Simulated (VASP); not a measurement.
# Be2Sb (P6/mmm) in VASP: single point with PBE

Aim: the single point of Be2Sb with PBE.

Everything below comes from runs of VASP 6.6.1. Logs are shortened: lines on timing, memory, paths and dates and some standing lists are left out, and cuts for length are marked.

## 1. The cell of the first run

It takes space group P6/mmm (No. 191, hexagonal). Conventional cell: a = 3.738 Å, b = 3.738 Å, c = 3.597 Å, α = 90.00°, β = 90.00°, γ = 120.00°. Be (site symmetry -6m2) has 3 Be at 2.16 Å and 6 Sb at 2.81 Å within 2.9 Å. Within 3.7 Å of Sb (site symmetry 6/mmm) lie 12 Be at 2.81 Å and 2 Sb at 3.60 Å.

## 2. Single point, PBE

The input, INCAR:

```
PREC = Accurate
ENCUT = 520
EDIFF = 1E-7
ISMEAR = 0
SIGMA = 0.1
LREAL = F
LASPH = T
NELM = 60
ALGO = Normal
ISIF = 2
LWAVE = F
LCHARG = T
GGA = PE
LELF = T
LVHAR = T
NBANDS = 12
```

The input, KPOINTS:

```
regular mesh
0
Gamma
  12 12 14
```

The input, POSCAR:

```
Be2Sb
1.0
    3.7383901862      0.0000000000      0.0000000000
   -1.8691950931      3.2375408705      0.0000000000
    0.0000000000      0.0000000000      3.5972663345
Be Sb
2 1
Direct
    0.3333333333      0.6666666667      0.5000000000
    0.6666666667      0.3333333333      0.5000000000
    0.0000000000      0.0000000000      0.0000000000
```

Potentials or basis: VASP PAW PBE potentials, release 64 (Be, Sb).

Started as:

```sh
cat potpaw_PBE.64/Be/POTCAR potpaw_PBE.64/Sb/POTCAR > POTCAR
mpirun -np 1 vasp_std > vasp.out
```

OUTCAR:

```text
PREC = Accurate
   ENCUT = 520
   EDIFF = 1E-7
   ISMEAR = 0
   LREAL = F
   LASPH = T
   NELM = 60
   ISIF = 2
   GGA = PE

 ion  position               nearest neighbor table
   1  0.333  0.667  0.500-   2 2.16   2 2.16   2 2.16   3 2.81   3 2.81   3 2.81   3 2.81   3 2.81
                             3 2.81
   2  0.667  0.333  0.500-   1 2.16   1 2.16   1 2.16   3 2.81   3 2.81   3 2.81   3 2.81   3 2.81
                             3 2.81
   3  0.000  0.000  0.000-   1 2.81   2 2.81   1 2.81   2 2.81   1 2.81   1 2.81   2 2.81   2 2.81
                             2 2.81   2 2.81   1 2.81   1 2.81

  LATTYP: Found a hexagonal cell.
 ALAT       =     3.7383901862
 C/A-ratio  =     0.9622501011

  Lattice vectors:

 A1 = (   3.7383901862,   0.0000000000,   0.0000000000)
 A2 = (  -1.8691950931,   3.2375408705,   0.0000000000)
 A3 = (   0.0000000000,   0.0000000000,   3.5972663345)

Analysis of symmetry for initial positions (statically):
=====================================================================
 Subroutine PRICEL returns:
 Original cell was already a primitive cell.

 Routine SETGRP: Setting up the symmetry group for a
 hexagonal supercell.

 Subroutine GETGRP returns: Found 24 space group operations
 (whereof 24 operations were pure point group operations)
 out of a pool of 24 trial point group operations.

The static configuration has the point symmetry D_6h.

Analysis of symmetry for dynamics (positions and initial velocities):
=====================================================================
 Subroutine PRICEL returns:
 Original cell was already a primitive cell.

 Routine SETGRP: Setting up the symmetry group for a
 hexagonal supercell.

 Subroutine GETGRP returns: Found 24 space group operations
 (whereof 24 operations were pure point group operations)
 out of a pool of 24 trial point group operations.

The dynamic configuration has the point symmetry D_6h.

 Subroutine INISYM returns: Found 24 space group operations
 (whereof 24 operations are pure point group operations),
 and found     1 'primitive' translations

----------------------------------------------------------------------------------------

                                     Primitive cell

  volume of cell :      43.5384

  direct lattice vectors                    reciprocal lattice vectors
     3.738390186  0.000000000  0.000000000     0.267494817  0.154438205  0.000000000
    -1.869195093  3.237540871  0.000000000     0.000000000  0.308876410  0.000000000
     0.000000000  0.000000000  3.597266334     0.000000000  0.000000000  0.277988869

  length of vectors
     3.738390186  3.738390186  3.597266334     0.308876410  0.308876410  0.277988869

  position of ions in fractional coordinates (direct lattice)
     0.333333333  0.666666667  0.500000000
     0.666666667  0.333333333  0.500000000
     0.000000000  0.000000000  0.000000000

  ion indices of the primitive-cell ions
   primitive index   ion index
                 1           1
                 2           2
                 3           3

----------------------------------------------------------------------------------------

 KPOINTS: regular mesh

Automatic generation of k-mesh.
 Grid dimensions read from file:
 generate k-points for:   12   12   14

 Generating k-lattice:

  Cartesian coordinates                     Fractional coordinates (reciprocal lattice)
     0.022291235  0.012869850  0.000000000     0.083333333  0.000000000  0.000000000
     0.000000000  0.025739701  0.000000000     0.000000000  0.083333333  0.000000000
     0.000000000  0.000000000  0.019856348     0.000000000  0.000000000  0.071428571

  Length of vectors
     0.025739701  0.025739701  0.019856348

  Shift w.r.t. Gamma in fractional coordinates (k-lattice)
     0.000000000  0.000000000  0.000000000

 Subroutine IBZKPT returns following result:
 ===========================================

 Found    152 irreducible k-points:

 Following reciprocal coordinates:
            Coordinates               Weight
  0.000000  0.000000  0.000000      1.000000
  0.083333 -0.000000  0.000000      6.000000
  0.166667 -0.000000  0.000000      6.000000
  0.250000  0.000000  0.000000      6.000000
  0.333333 -0.000000  0.000000      6.000000
  0.416667  0.000000  0.000000      6.000000
[... 16 lines left out ...]
  0.250000  0.000000  0.071429     12.000000
  0.333333 -0.000000  0.071429     12.000000
 [... further k-points ...]
   k-points           NKPTS =    152   k-points in BZ     NKDIM =    152   number of bands    NBANDS=     12
   number of dos      NEDOS =    301   number of ions     NIONS =      3
   total plane-waves  NPLWV =  21952
   dimension x,y,z NGX =    28 NGY =   28 NGZ =   28
   dimension x,y,z NGXF=    56 NGYF=   56 NGZF=   56
   ions per type =               2   1
   NGX,Y,Z   is equivalent  to a cutoff of  12.45, 12.45, 12.94 a.u.
   NGXF,Y,Z  is equivalent  to a cutoff of  24.90, 24.90, 25.88 a.u.
 SYSTEM =  unknown system
   PREC   = accura    normal or accurate (medium, high low for compatibility)
   ISTART =      0    job   : 0-new  1-cont  2-samecut
   ICHARG =      2    charge: 1-file 2-atom 10-const
   ISPIN  =      1    spin polarized calculation?
   LNONCOLLINEAR =      F non collinear calculations
   LSORBIT =      F    spin-orbit coupling
   LASPH  =      T    aspherical Exc in radial PAW
   ENCUT  =  520.0 eV  38.22 Ry    6.18 a.u.   6.95  6.95  6.69*2*pi/ulx,y,z
   NELM   =     60;   NELMIN=  2; NELMDL= -5     # of ELM steps
   EDIFF  = 0.1E-06   stopping-criterion for ELM
   LREAL  =      F    real-space projection
   EDIFFG = 0.1E-05   stopping-criterion for IOM
   NSW    =      0    number of steps for IOM
   IBRION =     -1    ionic relax: 0-MD 1-quasi-New 2-CG
   NFREE  =      0    steps in history (QN), initial steepest desc. (CG)
   ISIF   =      2    stress and relaxation
   ISYM   =      2    0-nonsym 1-usesym 2-fastsym
   POTIM  = 0.5000    time-step for ionic-motion
   TEBEG  =    0.0;   TEEND  =   0.0 temperature during run
   PSTRESS=    0.0 pullay stress
   NELECT =       9.0000    total number of electrons
   NUPDOWN=      -1.0000    fix difference up-down
   EMIN   =  10.00;   EMAX   =-10.00  energy-range for DOS
   EFERMI =   0.00;   METHOD = LEGACY
   ISMEAR =     0;   SIGMA  =   0.10  broadening in eV -4-tet -1-fermi 0-gaus
   EFERMI_NEDOS =   21; number of points for ismear=-14 and -15
   IALGO  =     38    algorithm
   IMIX   =      4    mixing-type and parameters
     AMIX     =   0.40;   BMIX     =  1.00
     AMIX_MAG =   1.60;   BMIX_MAG =  1.00
  volume/ion in A,a.u.               =      14.51        97.94
  Fermi-wavevector in a.u.,A,eV,Ry     =   0.967977  1.829210 12.748368  0.936979
  Thomas-Fermi vector in A             =   2.097907
   LORBIT       =      0    0 simple, 1 ext, 2 COOP (PROOUT), +10 PAW based schemes
   GGA     = PE    functional components
   LHFCALC =     F    Hartree Fock is set to
   AEXX    =    0.0000 exact exchange contribution
   IVDW    =     0    specifies the selected vdW correction
   LEPSILON=     F    determine dielectric tensor
   LRPA    =     F    only Hartree local field effects (RPA)
 non-spin polarized calculation
 Gauss-broadening in eV      SIGMA  =   0.10
  energy-cutoff  :      520.00
  volume of cell :       43.54
 maximum number of plane-waves:      1185
 NGX is ok and might be reduce to    28
   NGX = 13   NGY = 13   NGZ = 13

 number of electron       8.9999999 magnetization

 Free energy of the ion-electron system (eV)
  ---------------------------------------------------
  ext. energy  EPLUGINS =         0.00000000
  ---------------------------------------------------
  free energy    TOTEN  =       -10.12319918 eV

  energy without entropy =      -10.11932964  energy(sigma->0) =      -10.12126441

 E-fermi :   7.9912     XC(G=0): -10.3701

 val. band max:        7.9727589426   @ k =   0.3333  -0.0000   0.0000
 cond. band min:       8.0299746131   @ k =   0.0000   0.0000   0.0714
 fundamental gap:      0.0572156705
 Fermi energy:         7.9912311556

 k-point     1 :       0.0000    0.0000    0.0000
  band No.  band energies     occupation
      1      -4.6801      2.00000
      2       5.5680      2.00000
      3       7.9678      1.25963
      4       7.9678      1.25963
      5       8.1763      0.00887
      6       8.6771      0.00000
      7       8.6771      0.00000
      8      12.2935      0.00000
      9      13.5732      0.00000
     10      17.1795      0.00000
     11      17.2574      0.00000
     12      18.5736      0.00000

 k-point     2 :       0.0833   -0.0000    0.0000
  band No.  band energies     occupation
      1      -4.5946      2.00000
      2       5.6729      2.00000
      3       6.6697      2.00000
      4       7.2166      2.00000
      5       8.2901      0.00002
      6       9.3044      0.00000
      7       9.5747      0.00000
      8      12.8636      0.00000
      9      13.8167      0.00000
     10      16.6500      0.00000
     11      16.8543      0.00000
     12      18.0311      0.00000

 k-point     3 :       0.1667   -0.0000    0.0000
  band No.  band energies     occupation
      1      -4.3412      2.00000
      2       5.0256      2.00000
      3       5.9861      2.00000
      4       6.3614      2.00000
      5       8.2367      0.00052
      6       9.6789      0.00000
      7      10.8489      0.00000
      8      14.0729      0.00000
      9      14.4854      0.00000
     10      15.2786      0.00000
     11      16.2124      0.00000
     12      17.3692      0.00000

 k-point     4 :       0.2500    0.0000    0.0000
  band No.  band energies     occupation
      1      -3.9320      2.00000
      2       3.4491      2.00000
      3       5.6722      2.00000
      4       6.5017      2.00000
      5       8.1163      0.07702
      6       9.9599      0.00000
      7      12.1474      0.00000
      8      13.7082      0.00000
      9      14.1486      0.00000
     10      15.6133      0.00000
     11      15.8079      0.00000
     12      17.1581      0.00000

 k-point     5 :       0.3333   -0.0000    0.0000
  band No.  band energies     occupation
      1      -3.4006      2.00000
      2       2.0546      2.00000
      3       5.1715      2.00000
      4       7.2056      2.00000
      5       7.9728      1.20609
      6      10.3640      0.00000
      7      12.1867      0.00000
      8      13.2391      0.00000
      9      13.4103      0.00000
     10      15.1528      0.00000
     11      17.1246      0.00000
     12      17.2398      0.00000
[... 228 lines left out ...]
      1      -4.5430      2.00000
      2       5.0709      2.00000
      3       6.7610      2.00000
      4       7.2733      2.00000
      5       8.6862      0.00000
      6       9.5192      0.00000
      7       9.6048      0.00000
      8      12.9898      0.00000
      9      13.7585      0.00000
     10      16.2958      0.00000
     11      16.7875      0.00000
     12      17.5737      0.00000

 k-point    22 :       0.1667   -0.0000    0.0714
  band No.  band energies     occupation
      1      -4.2892      2.00000
      2       5.0352      2.00000
      3       5.4318      2.00000
      4       6.4198      2.00000
      5       8.5557      0.00000
      6      10.0414      0.00000
      7      10.8579      0.00000
      8      13.8438      0.00000
      9      14.3141      0.00000
     10      15.3174      0.00000
     11      16.1370      0.00000
     12      16.9776      0.00000

 k-point    23 :       0.2500    0.0000    0.0714
  band No.  band energies     occupation
      1      -3.8794      2.00000
      2       3.5034      2.00000
      3       5.7325      2.00000
      4       5.8534      2.00000
      5       8.3760      0.00000
      6      10.4418      0.00000
      7      12.1016      0.00000
      8      12.7794      0.00000
      9      14.8305      0.00000
     10      15.4502      0.00000
     11      16.0005      0.00000
     12      16.6465      0.00000

 k-point    24 :       0.3333   -0.0000    0.0714
  band No.  band energies     occupation
      1      -3.3472      2.00000
      2       2.1098      2.00000
      3       5.2330      2.00000
      4       6.4662      2.00000
      5       8.2330      0.00063
      6      10.9224      0.00000
      7      11.4076      0.00000
      8      13.0700      0.00000
      9      14.2318      0.00000
     10      14.9068      0.00000
     11      16.8617      0.00000
     12      17.2514      0.00000

 [... further k-points ...]
[... 5 lines left out ...]
  --------------------------------------------------------------------------------------
  -------------------------------------------------------------------------------------
  Total        0.0142653      0.0142653      0.0302759     -0.0000000      0.0000000      0.0000000
  in kB        0.5249518      0.5249518      1.1141289     -0.0000000      0.0000000      0.0000000
  external PRESSURE =       0.7213442 kB  Pullay stress =       0.0000000 kB

 VOLUME and BASIS-vectors are now :
 -----------------------------------------------------------------------------
  energy-cutoff  :      520.00
  volume of cell :       43.54
      direct lattice vectors                 reciprocal lattice vectors
     3.738390186  0.000000000  0.000000000     0.267494817  0.154438205  0.000000000
    -1.869195093  3.237540871  0.000000000     0.000000000  0.308876410  0.000000000
     0.000000000  0.000000000  3.597266334     0.000000000  0.000000000  0.277988869

 POSITION                                       TOTAL-FORCE (eV/Angst)
 -----------------------------------------------------------------------------------
     -0.00000      2.15836      1.79863        -0.000000      0.000000     -0.000000
      1.86920      1.07918      1.79863         0.000000     -0.000000      0.000000
      0.00000      0.00000      0.00000        -0.000000      0.000000     -0.000000
 -----------------------------------------------------------------------------------
    total drift:                               -0.000000      0.000000     -0.000000

  FREE ENERGIE OF THE ION-ELECTRON SYSTEM (eV)
  ---------------------------------------------------
  free  energy   TOTEN  =       -10.1231991824 eV

  energy  without entropy=      -10.1193296435  energy(sigma->0) =      -10.12126441
```

It took 70 s on 1 thread of AMD EPYC 7R43 (Zen 3), shared host; peak memory 0.18 GiB.

What came out:

```yaml
Free_energy: -10.1232 eV
Pressure: 0.1 GPa
```

Caveat: spin-orbit coupling is left out, which moves the levels of the heavy elements.
